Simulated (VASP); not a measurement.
Write the native input for VASP 6.6.1 that does the following.

```yaml
Task: single point
Functional: r2SCAN
Potentials_or_basis: VASP PAW PBE potentials, release 64 (Ti_sv)
Cutoff: 520 eV
k_mesh: 11 × 11 × 11
Occupations: fermi-dirac, width 0.05 eV
Spin: no spin polarisation
Dipole_correction: no
Further_INCAR_settings: ALGO = Normal; EDIFF = 1e-07; NBANDS = 12
```

Ti:

```xyz
1
Lattice="-1.6410 1.6410 1.6410 1.6410 -1.6410 1.6410 1.6410 1.6410 -1.6410" Properties=species:S:1:pos:R:3 pbc="T T T"
Ti    0.0000    0.0000    0.0000
```

The input as run:

POSCAR

```
Ti
1.0
   -1.6410000000      1.6410000000      1.6410000000
    1.6410000000     -1.6410000000      1.6410000000
    1.6410000000      1.6410000000     -1.6410000000
Ti
1
Direct
    0.0000000000      0.0000000000      0.0000000000
```

INCAR.step1

```
SYSTEM = Ti
ALGO = Normal ; EDIFF = 1E-4
ENCUT = 520 ; GGA = PE
ISMEAR = -1 ; LASPH = .TRUE.
LCHARG = .FALSE. ; LREAL = .FALSE.
LWAVE = .TRUE. ; NBANDS = 12
NELM = 60 ; PREC = Accurate
SIGMA = 0.05
```

INCAR.step2

```
SYSTEM = Ti
ALGO = Normal ; EDIFF = 1E-7
ENCUT = 520 ; ISIF = 2
ISMEAR = -1 ; ISTART = 1
LASPH = .TRUE. ; LCHARG = .TRUE.
LELF = .TRUE. ; LMIXTAU = .TRUE.
LREAL = .FALSE. ; LVHAR = .TRUE.
LWAVE = .FALSE. ; METAGGA = R2SCAN
NBANDS = 12 ; NELM = 60
PREC = Accurate ; SIGMA = 0.05
```

KPOINTS

```
k-points
0
G
  11 11 11
  0 0 0
```

Potentials or basis: VASP PAW PBE potentials, release 64 (Ti_sv).

Run with:

```console
$ cat potpaw_PBE.64/Ti_sv/POTCAR > POTCAR
$ cp INCAR.step1 INCAR
$ mpirun -np 1 vasp_std > vasp.out
$ cp INCAR.step2 INCAR
$ mpirun -np 1 vasp_std > vasp.out
```

It gave:

* Pressure: -2.4 GPa
* Band gap on the k mesh: zero (band 6 reaches 9.06 eV, above the bottom of band 7 at 7.33 eV)

Caveat: the PAW data sets were made with another functional, which shifts forces and pressure a little.

It took 3.3 min on 1 thread of AMD EPYC 7R13, with other jobs on the host, peak memory 0.12 GiB.
